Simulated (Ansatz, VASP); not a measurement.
## AlN: VASP beside Ansatz

POSCAR

```
AlN
1.0
    0.0000000000      2.1848764128      2.1848764128
    2.1848764128      0.0000000000      2.1848764128
    2.1848764128      2.1848764128      0.0000000000
Al N
1 1
Direct
    0.0000000000      0.0000000000      0.0000000000
    0.2500000000      0.2500000000      0.2500000000
```

Contents of INCAR.step1:

```
SYSTEM = AlN
PREC = Accurate
ENCUT = 520
EDIFF = 1E-5
ISMEAR = 0
SIGMA = 0.01
LREAL = .False.
LASPH = .True.
NELM = 100
ALGO = Normal
ISIF = 2
LWAVE = .True.
LCHARG = .False.
NBANDS = 11
GGA = PE
```

INCAR.step2

```
SYSTEM = AlN
PREC = Accurate
ENCUT = 520
EDIFF = 1E-6
ISMEAR = 0
SIGMA = 0.01
LREAL = .False.
LASPH = .True.
NELM = 100
ALGO = Normal
ISIF = 2
LWAVE = .False.
LCHARG = .False.
GGA = PE
LHFCALC = .True.
HFSCREEN = 0.2079
PRECFOCK = Normal
NBANDS = 11
ISTART = 1
```

The input KPOINTS:

```
Automatic mesh
0
Gamma
  8 8 8
  0 0 0
```

Input for Ansatz:

```yaml
crystal:
  lattice:
    - [0.0, 2.1848764128, 2.1848764128]
    - [2.1848764128, 0.0, 2.1848764128]
    - [2.1848764128, 2.1848764128, 0.0]
  atoms:
    - { symbol: Al, position: [0.0, 0.0, 0.0] }
    - { symbol: "N", position: [0.25, 0.25, 0.25] }
kpoints:
  mp_grid: { grid: [8, 8, 8] }
  band_path:
    path:
      - [0.0, 0.0, 0.0]
      - [-0.5, -0.5, 0.0]
      - [-0.375, -0.375, 0.25]
      - [-0.375, 0.0, 0.375]
      - [0.0, 0.0, 0.5]
      - [-0.5, -0.25, 0.25]
    npoints: 1
hamiltonian:
  xc: hse06
scf:
  occupations: { method: fixed }
  n_extra_bands: 4
output:
  forces: true
  stress: true
  eigenvalues: true
```

Alike in both runs: task single point; functional HSE06; k mesh 8 × 8 × 8; no spin polarisation.

```csv
,VASP,Ansatz
version,VASP 6.6.1,Ansatz 0.2.0
potentials or method,"VASP PAW PBE potentials, release 64 (Al, N)","plane waves, PAW"
plane-wave cutoff (eV),520,420
occupations,"gaussian, width 0.01 eV",fixed
valence electrons in the cell,8,8
```

```csv
,VASP,Ansatz,Ansatz less VASP
gap on the k mesh at the Fermi level (eV),4.55,4.55,0.000
pressure (GPa),-0.8,-0.6,+0.16
```

Ansatz's warnings: stress exchange threshold loose, stress scf threshold loose.
